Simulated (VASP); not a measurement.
Wanted: the native input for a VASP 6.6.1 run.

| Quantity | Value |
| --- | --- |
| Task | single point |
| Functional | r2SCAN |
| Potentials or basis | VASP PAW PBE potentials, release 64 (Be) |
| Cutoff | 520 eV |
| k mesh | 24 × 24 × 24 |
| Occupations | gaussian, width 0.05 eV |
| Spin | no spin polarisation |
| Dipole correction | no |
| Further INCAR settings | ALGO = Normal; EDIFF = 1e-07; NBANDS = 7 |

Crystal: Be.

```
Be
1.0
    -1.25023    1.25023    1.25023
     1.25023   -1.25023    1.25023
     1.25023    1.25023   -1.25023
Be
1
Direct
  0.00000 0.00000 0.00000
```

These files were run (other wordings do the same):

POSCAR

```
Be
1.0
   -1.2502321704      1.2502321704      1.2502321704
    1.2502321704     -1.2502321704      1.2502321704
    1.2502321704      1.2502321704     -1.2502321704
Be
1
Direct
    0.0000000000      0.0000000000      0.0000000000
```

INCAR.step1

```
SYSTEM = Be
PREC = Accurate
ENCUT = 520
ISMEAR = 0
SIGMA = 0.05
LREAL = .FALSE.
LASPH = .TRUE.
NELM = 60
NBANDS = 7
GGA = PE
ALGO = Normal
EDIFF = 1E-4
LWAVE = .TRUE.
LCHARG = .FALSE.
```

INCAR.step2

```
SYSTEM = Be
PREC = Accurate
ENCUT = 520
EDIFF = 1E-7
ISMEAR = 0
SIGMA = 0.05
LREAL = .FALSE.
LASPH = .TRUE.
NELM = 60
ALGO = Normal
ISIF = 2
LWAVE = .FALSE.
LCHARG = .FALSE.
METAGGA = R2SCAN
LMIXTAU = .TRUE.
NBANDS = 7
ISTART = 1
```

KPOINTS

```
Automatic mesh
0
G
  24 24 24
  0 0 0
```

Potentials or basis: VASP PAW PBE potentials, release 64 (Be).

Command:

```sh
$ cat potpaw_PBE.64/Be/POTCAR > POTCAR
$ cp INCAR.step1 INCAR
$ mpirun -np 1 vasp_std > vasp.out
$ cp INCAR.step2 INCAR
$ mpirun -np 1 vasp_std > vasp.out
```

Results of the run:

```json
{
  "Pressure": "0.2 GPa",
  "Band gap on the k mesh": "zero (band 1 reaches 12.52 eV, above the bottom of band 2 at 6.67 eV)"
}
```

Caveat: the PAW data sets were made with another functional, which shifts forces and pressure a little.

Wall time 87 s on 1 thread of AMD EPYC 7R43 64-Core Processor (Zen 3), with other jobs on the host, peak memory 0.09 GiB.
